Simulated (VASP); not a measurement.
Wanted: the native input for a VASP 6.6.1 run.

| Quantity | Value |
| --- | --- |
| Task | single point |
| Functional | B3LYP |
| Potentials or basis | VASP PAW PBE potentials, release 64 (Sb) |
| Cutoff | 520 eV |
| k mesh | 5 × 5 × 5 |
| Occupations | fermi-dirac, width 0.05 eV |
| Spin | no spin polarisation |
| Dipole correction | no |
| Grid for exact exchange (PRECFOCK) | Normal |
| Further INCAR settings | ALGO = Normal; EDIFF = 1e-06; NBANDS = 8 |

Sb:

```xyz
1
Lattice="0.1734 2.3885 2.4959 2.4173 0.0647 2.6045 2.3205 2.4004 0.1615" Properties=species:S:1:pos:R:3 pbc="T T T"
Sb    0.0000    0.0000    0.0000
```

One way to write it, as run:

POSCAR

```
Sb
1.0
    0.1733647600      2.3885337500      2.4958692300
    2.4173055400      0.0646925500      2.6045414300
    2.3204533900      2.4003538000      0.1615447000
Sb
1
Direct
    0.0000000000      0.0000000000      0.0000000000
```

INCAR.step1

```
SYSTEM = Sb
PREC = Accurate
ENCUT = 520
EDIFF = 1E-5
ISMEAR = -1
SIGMA = 0.05
LREAL = .FALSE.
LASPH = .TRUE.
NELM = 60
ALGO = Normal
ISIF = 2
LWAVE = .TRUE.
NBANDS = 8
GGA = PE
```

INCAR.step2

```
SYSTEM = Sb
PREC = Accurate
ENCUT = 520
EDIFF = 1E-6
ISMEAR = -1
SIGMA = 0.05
LREAL = .FALSE.
LASPH = .TRUE.
NELM = 60
ALGO = Normal
ISIF = 2
LWAVE = .FALSE.
LCHARG = .TRUE.
GGA = B3
LHFCALC = .TRUE.
AEXX = 0.2
AGGAX = 0.72
AGGAC = 0.81
ALDAC = 0.19
PRECFOCK = Normal
LELF = .TRUE.
LVHAR = .TRUE.
NBANDS = 8
ISTART = 1
```

KPOINTS

```
regular mesh
0
G
  5 5 5
  0 0 0
```

Potentials or basis: VASP PAW PBE potentials, release 64 (Sb).

Launch:

```console
$ cat potpaw_PBE.64/Sb/POTCAR > POTCAR
$ cp INCAR.step1 INCAR
$ mpirun -np 1 vasp_std > vasp.out
$ cp INCAR.step2 INCAR
$ mpirun -np 1 vasp_std > vasp.out
```

It gave:

| Item | Value |
| --- | --- |
| Pressure | 5.0 GPa |

Caveat: the k points lie up to 0.48 Å⁻¹ apart; the PAW data sets were made with another functional, which shifts forces and pressure a little.

It took 6.3 min on 1 thread of Intel(R) Xeon(R) 6975P-C (Granite Rapids), on a shared host, peak memory 0.17 GiB.
